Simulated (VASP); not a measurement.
# BP (r.b) (F-43m) in VASP: notebook

Runs on BP (r.b). Level: r2SCAN+rVV10. Tasks: single point, relaxation of cell and atoms.

Everything below comes from runs of VASP 6.6.1. Logs are shortened: lines on timing, memory, paths and dates and some standing lists are left out, and cuts for length are marked.

### Step 1. The cell of the first run

Symmetry: F-43m, No. 216, cubic system. The conventional cell has a = 4.520 Å, b = 4.520 Å, c = 4.520 Å, α = 90.00°, β = 90.00°, γ = 90.00°. B (site symmetry -43m) has 4 P at 1.96 Å within 2.6 Å. Within 2.6 Å of P (site symmetry -43m) lie 4 B at 1.96 Å.

### Step 2. Single point, r2SCAN+rVV10

POSCAR

```
BP
1.0
    0.0000000000      2.2600000000      2.2600000000
    2.2600000000      0.0000000000      2.2600000000
    2.2600000000      2.2600000000      0.0000000000
B P
1 1
Direct
    0.0000000000      0.0000000000      0.0000000000
    0.2500000000      0.2500000000      0.2500000000
```

INCAR.step1

```
SYSTEM = BP
PREC = Accurate ; ENCUT = 550
ISMEAR = 0 ; SIGMA = 0.1
LREAL = .FALSE. ; LASPH = .TRUE.
NELM = 120 ; NBANDS = 11
GGA = PE ; ALGO = Normal
EDIFF = 1E-5 ; LWAVE = .TRUE.
LCHARG = .FALSE. ; GGA_COMPAT = .FALSE.
```

INCAR.step2

```
SYSTEM = BP
PREC = Accurate ; ENCUT = 550
EDIFF = 1E-6 ; ISMEAR = 0
SIGMA = 0.1 ; LREAL = .FALSE.
LASPH = .TRUE. ; NELM = 120
ALGO = Normal ; ISIF = 2
LWAVE = .FALSE. ; LCHARG = .FALSE.
METAGGA = R2SCAN ; LMIXTAU = .TRUE.
LUSE_VDW = .TRUE. ; IVDW_NL = 2
BPARAM = 11.95 ; CPARAM = 0.0093
NBANDS = 11 ; ISTART = 1
GGA_COMPAT = .FALSE.
```

KPOINTS

```
regular mesh
0
G
  8 8 8
  0 0 0
```

Potentials or basis: VASP PAW PBE potentials, release 64 (B, P).

Run with:

```sh
cat potpaw_PBE.64/B/POTCAR potpaw_PBE.64/P/POTCAR > POTCAR
cp INCAR.step1 INCAR
mpirun -np 1 vasp_std > vasp.out
cp INCAR.step2 INCAR
mpirun -np 1 vasp_std > vasp.out
```

OUTCAR:

```text
SYSTEM = BP
   PREC = Accurate
   ENCUT = 550
   EDIFF = 1E-6
   ISMEAR = 0
   LREAL = .FALSE.
   LASPH = .TRUE.
   NELM = 120
   ISIF = 2
   METAGGA = R2SCAN
   IVDW_NL = 2
   BPARAM = 11.95
   ISTART = 1

 ion  position               nearest neighbor table
   1  0.000  0.000  0.000-   2 1.96   2 1.96   2 1.96   2 1.96
   2  0.250  0.250  0.250-   1 1.96   1 1.96   1 1.96   1 1.96

  LATTYP: Found a face centered cubic cell.
 ALAT       =     4.5200000000

  Lattice vectors:

 A1 = (   0.0000000000,   2.2600000000,   2.2600000000)
 A2 = (   2.2600000000,   0.0000000000,   2.2600000000)
 A3 = (   2.2600000000,   2.2600000000,   0.0000000000)

Analysis of symmetry for initial positions (statically):
=====================================================================
 Subroutine PRICEL returns:
 Original cell was already a primitive cell.

 Routine SETGRP: Setting up the symmetry group for a
 face centered cubic supercell.

 Subroutine GETGRP returns: Found 24 space group operations
 (whereof 24 operations were pure point group operations)
 out of a pool of 48 trial point group operations.

The static configuration has the point symmetry T_d .

Analysis of symmetry for dynamics (positions and initial velocities):
=====================================================================
 Subroutine PRICEL returns:
 Original cell was already a primitive cell.

 Routine SETGRP: Setting up the symmetry group for a
 face centered cubic supercell.

 Subroutine GETGRP returns: Found 24 space group operations
 (whereof 24 operations were pure point group operations)
 out of a pool of 48 trial point group operations.

The dynamic configuration has the point symmetry T_d .

 Subroutine INISYM returns: Found 24 space group operations
 (whereof 24 operations are pure point group operations),
 and found     1 'primitive' translations

----------------------------------------------------------------------------------------

                                     Primitive cell

  volume of cell :      23.0864

  direct lattice vectors                    reciprocal lattice vectors
     0.000000000  2.260000000  2.260000000    -0.221238938  0.221238938  0.221238938
     2.260000000  0.000000000  2.260000000     0.221238938 -0.221238938  0.221238938
     2.260000000  2.260000000  0.000000000     0.221238938  0.221238938 -0.221238938

  length of vectors
     3.196122651  3.196122651  3.196122651     0.383197081  0.383197081  0.383197081

  position of ions in fractional coordinates (direct lattice)
     0.000000000  0.000000000  0.000000000
     0.250000000  0.250000000  0.250000000

  ion indices of the primitive-cell ions
   primitive index   ion index
                 1           1
                 2           2

----------------------------------------------------------------------------------------

 KPOINTS: regular mesh

Automatic generation of k-mesh.
 Grid dimensions read from file:
 generate k-points for:    8    8    8

 Generating k-lattice:

  Cartesian coordinates                     Fractional coordinates (reciprocal lattice)
    -0.027654867  0.027654867  0.027654867     0.125000000  0.000000000  0.000000000
     0.027654867 -0.027654867  0.027654867     0.000000000  0.125000000  0.000000000
     0.027654867  0.027654867 -0.027654867     0.000000000  0.000000000  0.125000000

  Length of vectors
     0.047899635  0.047899635  0.047899635

  Shift w.r.t. Gamma in fractional coordinates (k-lattice)
     0.000000000  0.000000000  0.000000000

 Subroutine IBZKPT returns following result:
 ===========================================

 Found     29 irreducible k-points:

 Following reciprocal coordinates:
            Coordinates               Weight
  0.000000  0.000000  0.000000      1.000000
  0.125000  0.000000  0.000000      8.000000
  0.250000  0.000000  0.000000      8.000000
  0.375000  0.000000  0.000000      8.000000
  0.500000  0.000000  0.000000      4.000000
  0.125000  0.125000  0.000000      6.000000
[... 16 lines left out ...]
  0.500000  0.250000  0.125000     48.000000
 -0.375000  0.250000  0.125000     24.000000
 [... further k-points ...]
   k-points           NKPTS =     29   k-points in BZ     NKDIM =     29   number of bands    NBANDS=     11
   number of dos      NEDOS =    301   number of ions     NIONS =      2
   total plane-waves  NPLWV =  13824
   dimension x,y,z NGX =    24 NGY =   24 NGZ =   24
   dimension x,y,z NGXF=    48 NGYF=   48 NGZF=   48
   ions per type =               1   1
   NGX,Y,Z   is equivalent  to a cutoff of  12.48, 12.48, 12.48 a.u.
   NGXF,Y,Z  is equivalent  to a cutoff of  24.97, 24.97, 24.97 a.u.
 SYSTEM =  BP
   PREC   = accura    normal or accurate (medium, high low for compatibility)
   ISTART =      1    job   : 0-new  1-cont  2-samecut
   ICHARG =      0    charge: 1-file 2-atom 10-const
   ISPIN  =      1    spin polarized calculation?
   LNONCOLLINEAR =      F non collinear calculations
   LSORBIT =      F    spin-orbit coupling
   LASPH  =      T    aspherical Exc in radial PAW
   ENCUT  =  550.0 eV  40.42 Ry    6.36 a.u.   6.11  6.11  6.11*2*pi/ulx,y,z
   NELM   =    120;   NELMIN=  2; NELMDL=  0     # of ELM steps
   EDIFF  = 0.1E-05   stopping-criterion for ELM
   LREAL  =      F    real-space projection
   EDIFFG = 0.1E-04   stopping-criterion for IOM
   NSW    =      0    number of steps for IOM
   IBRION =     -1    ionic relax: 0-MD 1-quasi-New 2-CG
   NFREE  =      0    steps in history (QN), initial steepest desc. (CG)
   ISIF   =      2    stress and relaxation
   ISYM   =      2    0-nonsym 1-usesym 2-fastsym
   POTIM  = 0.5000    time-step for ionic-motion
   TEBEG  =    0.0;   TEEND  =   0.0 temperature during run
   PSTRESS=    0.0 pullay stress
   NELECT =       8.0000    total number of electrons
   NUPDOWN=      -1.0000    fix difference up-down
   EMIN   =  10.00;   EMAX   =-10.00  energy-range for DOS
   EFERMI =   0.00;   METHOD = LEGACY
   ISMEAR =     0;   SIGMA  =   0.10  broadening in eV -4-tet -1-fermi 0-gaus
   EFERMI_NEDOS =   21; number of points for ismear=-14 and -15
   IALGO  =     38    algorithm
   IMIX   =      4    mixing-type and parameters
     AMIX     =   0.40;   BMIX     =  1.00
     AMIX_MAG =   1.60;   BMIX_MAG =  1.00
  volume/ion in A,a.u.               =      11.54        77.90
  Fermi-wavevector in a.u.,A,eV,Ry     =   1.149881  2.172961 17.989994  1.322227
  Thomas-Fermi vector in A             =   2.286549
   LORBIT       =      0    0 simple, 1 ext, 2 COOP (PROOUT), +10 PAW based schemes
   METAGGA = R2SCAN    functional components
   LHFCALC =     F    Hartree Fock is set to
   AEXX    =    0.0000 exact exchange contribution
   IVDW_NL    =     2    kernel type
   BPARAM     =11.9500
   IVDW    =     0    specifies the selected vdW correction
   LEPSILON=     F    determine dielectric tensor
   LRPA    =     F    only Hartree local field effects (RPA)
 non-spin polarized calculation
 Gauss-broadening in eV      SIGMA  =   0.10
  energy-cutoff  :      550.00
  volume of cell :       23.09
 maximum number of plane-waves:       692
   NGX = 13   NGY = 13   NGZ = 13

 number of electron       8.0000001 magnetization

 Free energy of the ion-electron system (eV)
  ---------------------------------------------------
  ext. energy  EPLUGINS =         0.00000000
  ---------------------------------------------------
  free energy    TOTEN  =       -17.22507325 eV

  energy without entropy =      -17.22507325  energy(sigma->0) =      -17.22507325

 E-fermi :   7.9511     XC(G=0): -11.5858

 val. band max:        7.5356119364   @ k =   0.0000   0.0000   0.0000
 cond. band min:       8.9693617567   @ k =   0.3750   0.3750   0.0000
 fundamental gap:      1.4337498203
 Fermi energy:         7.9511389752

 k-point     1 :       0.0000    0.0000    0.0000
  band No.  band energies     occupation
      1      -8.8465      2.00000
      2       7.5356      2.00000
      3       7.5356      2.00000
      4       7.5356      2.00000
      5      11.1877      0.00000
      6      11.1877      0.00000
      7      11.1877      0.00000
      8      15.7296      0.00000
      9      19.9527      0.00000
     10      20.2098      0.00000
     11      20.2098      0.00000

 k-point     2 :       0.1250    0.0000    0.0000
  band No.  band energies     occupation
      1      -8.5479      2.00000
      2       5.5669      2.00000
      3       7.0772      2.00000
      4       7.0772      2.00000
      5      11.8081      0.00000
      6      11.8248      0.00000
      7      11.8248      0.00000
      8      16.5302      0.00000
      9      19.2924      0.00000
     10      19.2924      0.00000
     11      20.8334      0.00000

 k-point     3 :       0.2500    0.0000    0.0000
  band No.  band energies     occupation
      1      -7.6714      2.00000
      2       2.3910      2.00000
      3       6.3399      2.00000
      4       6.3399      2.00000
      5      11.9389      0.00000
      6      12.6439      0.00000
      7      12.6439      0.00000
      8      18.0177      0.00000
      9      19.0583      0.00000
     10      19.0583      0.00000
     11      21.5100      0.00000
[... 267 lines left out ...]
 k-point    23 :       0.5000    0.2500    0.1250
  band No.  band energies     occupation
      1      -5.5865      2.00000
      2      -0.0139      2.00000
      3       2.8084      2.00000
      4       4.6057      2.00000
      5      11.9816      0.00000
      6      13.4109      0.00000
      7      15.4284      0.00000
      8      16.4907      0.00000
      9      20.8881      0.00000
     10      21.7910      0.00000
     11      25.7055      0.00000

 k-point    24 :      -0.3750    0.2500    0.1250
  band No.  band energies     occupation
      1      -4.5888      2.00000
      2      -1.4637      2.00000
      3       2.7250      2.00000
      4       4.2122      2.00000
      5      12.0724      0.00000
      6      13.1205      0.00000
      7      16.5056      0.00000
      8      18.1075      0.00000
      9      18.6557      0.00000
     10      22.9108      0.00000
     11      25.3917      0.00000

 [... further k-points ...]

------------------------ aborting loop because EDIFF is reached ----------------------------------------

  FORCE on cell =-STRESS in cart. coord.  units (eV):
  Direction    XX          YY          ZZ          XY          YZ          ZX
  --------------------------------------------------------------------------------------
  -------------------------------------------------------------------------------------
  Total        0.1149636      0.1149636      0.1149636      0.0000000      0.0000000     -0.0000000
  in kB        7.9783971      7.9783971      7.9783971      0.0000000      0.0000000     -0.0000000
  external PRESSURE =       7.9783971 kB  Pullay stress =       0.0000000 kB

 VOLUME and BASIS-vectors are now :
 -----------------------------------------------------------------------------
  energy-cutoff  :      550.00
  volume of cell :       23.09
      direct lattice vectors                 reciprocal lattice vectors
     0.000000000  2.260000000  2.260000000    -0.221238938  0.221238938  0.221238938
     2.260000000  0.000000000  2.260000000     0.221238938 -0.221238938  0.221238938
     2.260000000  2.260000000  0.000000000     0.221238938  0.221238938 -0.221238938

 POSITION                                       TOTAL-FORCE (eV/Angst)
 -----------------------------------------------------------------------------------
      0.00000      0.00000      0.00000         0.000000      0.000000      0.000000
      1.13000      1.13000      1.13000        -0.000000     -0.000000     -0.000000
 -----------------------------------------------------------------------------------
    total drift:                                0.000000      0.000000      0.000000

  FREE ENERGIE OF THE ION-ELECTRON SYSTEM (eV)
  ---------------------------------------------------
  free  energy   TOTEN  =       -17.2250732458 eV

  energy  without entropy=      -17.2250732458  energy(sigma->0) =      -17.22507325
```

Run time: 26 s. Hardware: 1 thread of Intel Xeon 6975P-C (Granite Rapids), shared host; peak memory 0.2 GiB.

What came out:

```yaml
Free_energy: -17.2251 eV
Pressure: 0.8 GPa
Band_gap_on_the_k_mesh: 1.43 eV, indirect (least direct gap 3.65 eV)
```

Levels at points of the mesh, in eV from the valence-band top:
| k point | band 1 | band 2 | band 3 | band 4 | band 5 | band 6 | band 7 | band 8 |
| --- | --- | --- | --- | --- | --- | --- | --- | --- |
| (0.00, 0.00, 0.00) | -16.38 | 0.00 | 0.00 | 0.00 | 3.65 | 3.65 | 3.65 | 8.19 |
| (0.50, 0.00, 0.00) | -12.84 | -9.61 | -1.88 | -1.88 | 4.20 | 5.02 | 5.02 | 10.91 |
| (0.50, 0.50, 0.00) | -11.15 | -9.20 | -4.40 | -4.40 | 1.48 | 1.86 | 13.18 | 13.18 |

Caveat: the PAW data sets were made with another functional, which shifts forces and pressure a little.

### Step 3. Single point, r2SCAN+rVV10

This run uses another cell than the first one, of 11.62 Å³/atom, 1.007 times its volume.

POSCAR

```
BP
1.0
    0.0000000000      2.2653028578      2.2653028578
    2.2653028578      0.0000000000      2.2653028578
    2.2653028578      2.2653028578      0.0000000000
B P
1 1
Direct
    0.0000000000      0.0000000000      0.0000000000
    0.2500000000      0.2500000000      0.2500000000
```

INCAR.step1

```
SYSTEM = BP
ALGO     = Normal         ! electronic algorithm
EDIFF    = 1E-5           ! SCF threshold, eV
ENCUT    = 550            ! plane-wave cutoff, eV
GGA      = PE             ! functional
GGA_COMPAT= .False.      
ISMEAR   = 0              ! smearing method
LASPH    = .True.         ! aspherical terms in the spheres
LCHARG   = .False.        ! write CHGCAR
LREAL    = .False.        ! projectors in reciprocal space
LWAVE    = .True.         ! write WAVECAR
NBANDS   = 11             ! bands
NELM     = 120            ! most SCF steps
PREC     = Accurate       ! precision mode
SIGMA    = 0.02           ! smearing width, eV
```

INCAR.step2

```
SYSTEM = BP
ALGO     = Normal         ! electronic algorithm
BPARAM   = 11.95        
CPARAM   = 0.0093       
EDIFF    = 1E-6           ! SCF threshold, eV
ENCUT    = 550            ! plane-wave cutoff, eV
GGA_COMPAT= .False.      
ISIF     = 2              ! what is computed and relaxed
ISMEAR   = 0              ! smearing method
ISTART   = 1            
IVDW_NL  = 2            
LASPH    = .True.         ! aspherical terms in the spheres
LCHARG   = .True.         ! write CHGCAR
LELF     = .True.         ! ELF
LMIXTAU  = .True.       
LREAL    = .False.        ! projectors in reciprocal space
LUSE_VDW = .True.       
LVHAR    = .True.       
LWAVE    = .False.        ! write WAVECAR
METAGGA  = R2SCAN         ! meta-GGA
NBANDS   = 11             ! bands
NELM     = 120            ! most SCF steps
PREC     = Accurate       ! precision mode
SIGMA    = 0.02           ! smearing width, eV
```

KPOINTS

```
k-points
0
Gamma
  10 10 10
  0 0 0
```

Potentials or basis: VASP PAW PBE potentials, release 64 (B, P).

Run with:

```sh
cat potpaw_PBE.64/B/POTCAR potpaw_PBE.64/P/POTCAR > POTCAR
cp INCAR.step1 INCAR
mpirun -np 1 vasp_std > vasp.out
cp INCAR.step2 INCAR
mpirun -np 1 vasp_std > vasp.out
```

OUTCAR:

```text
SYSTEM = BP
   BPARAM = 11.95
   EDIFF = 1E-6
   ENCUT = 550
   ISIF = 2
   ISMEAR = 0
   ISTART = 1
   IVDW_NL = 2
   LASPH = .True.
   LREAL = .False.
   METAGGA = R2SCAN
   NELM = 120
   PREC = Accurate

 ion  position               nearest neighbor table
   1  0.000  0.000  0.000-   2 1.96   2 1.96   2 1.96   2 1.96
   2  0.250  0.250  0.250-   1 1.96   1 1.96   1 1.96   1 1.96

  LATTYP: Found a face centered cubic cell.
 ALAT       =     4.5306057156

  Lattice vectors:

[... 526 lines left out ...]
------------------------ aborting loop because EDIFF is reached ----------------------------------------

  FORCE on cell =-STRESS in cart. coord.  units (eV):
  Direction    XX          YY          ZZ          XY          YZ          ZX
  --------------------------------------------------------------------------------------
  -------------------------------------------------------------------------------------
  Total       -0.0628805     -0.0628805     -0.0628805      0.0000000      0.0000000     -0.0000000
  in kB       -4.3332877     -4.3332877     -4.3332877      0.0000000      0.0000000     -0.0000000
  external PRESSURE =      -4.3332877 kB  Pullay stress =       0.0000000 kB

 VOLUME and BASIS-vectors are now :
 -----------------------------------------------------------------------------
  energy-cutoff  :      550.00
  volume of cell :       23.25
      direct lattice vectors                 reciprocal lattice vectors
     0.000000000  2.265302858  2.265302858    -0.220721039  0.220721039  0.220721039
     2.265302858  0.000000000  2.265302858     0.220721039 -0.220721039  0.220721039
     2.265302858  2.265302858  0.000000000     0.220721039  0.220721039 -0.220721039

 POSITION                                       TOTAL-FORCE (eV/Angst)
 -----------------------------------------------------------------------------------
      0.00000      0.00000      0.00000        -0.000000      0.000000      0.000000
      1.13265      1.13265      1.13265         0.000000     -0.000000     -0.000000
 -----------------------------------------------------------------------------------
    total drift:                               -0.000000     -0.000000     -0.000000

  FREE ENERGIE OF THE ION-ELECTRON SYSTEM (eV)
  ---------------------------------------------------
  free  energy   TOTEN  =       -17.2272069968 eV

  energy  without entropy=      -17.2272069968  energy(sigma->0) =      -17.22720700
```

OSZICAR.step1:

```text
N       E                     dE             d eps       ncg     rms          rms(c)
DAV:   1     0.109317217835E+02    0.10932E+02   -0.42268E+03  1034   0.689E+02
DAV:   2    -0.129606203013E+02   -0.23892E+02   -0.22758E+02  1380   0.113E+02
DAV:   3    -0.136455186614E+02   -0.68490E+00   -0.68319E+00  1307   0.169E+01
DAV:   4    -0.136481490765E+02   -0.26304E-02   -0.26301E-02  1154   0.123E+00
DAV:   5    -0.136481631949E+02   -0.14118E-04   -0.14118E-04  1306   0.906E-02    0.726E+00
DAV:   6    -0.130297842995E+02    0.61838E+00   -0.14040E+00  1169   0.514E+00    0.391E+00
DAV:   7    -0.129374448240E+02    0.92339E-01   -0.23814E-01  1280   0.243E+00    0.134E+00
DAV:   8    -0.129295758644E+02    0.78690E-02   -0.26852E-02  1230   0.940E-01    0.194E-01
DAV:   9    -0.129298987146E+02   -0.32285E-03   -0.71555E-04  1198   0.181E-01    0.124E-01
DAV:  10    -0.129300945628E+02   -0.19585E-03   -0.24668E-04  1163   0.988E-02    0.283E-02
DAV:  11    -0.129301051570E+02   -0.10594E-04   -0.11439E-05  1269   0.224E-02    0.336E-02
DAV:  12    -0.129301061487E+02   -0.99162E-06   -0.44854E-06   598   0.106E-02
   1 F= -.12930106E+02 E0= -.12930106E+02  d E =-.236705E-26
```

Run time: 60 s. Hardware: 1 thread of Intel Xeon 6975P-C (Granite Rapids), shared host; peak memory 0.25 GiB.

What came out:

```yaml
Free_energy: -17.2272 eV
Pressure: -0.4 GPa
Band_gap_on_the_k_mesh: 1.41 eV, indirect (least direct gap 3.64 eV)
```

Caveat: the PAW data sets were made with another functional, which shifts forces and pressure a little. r2SCAN opens gaps a little over a GGA but as a rule still falls short of measured ones.

(Part 1 of 2 ends here.)
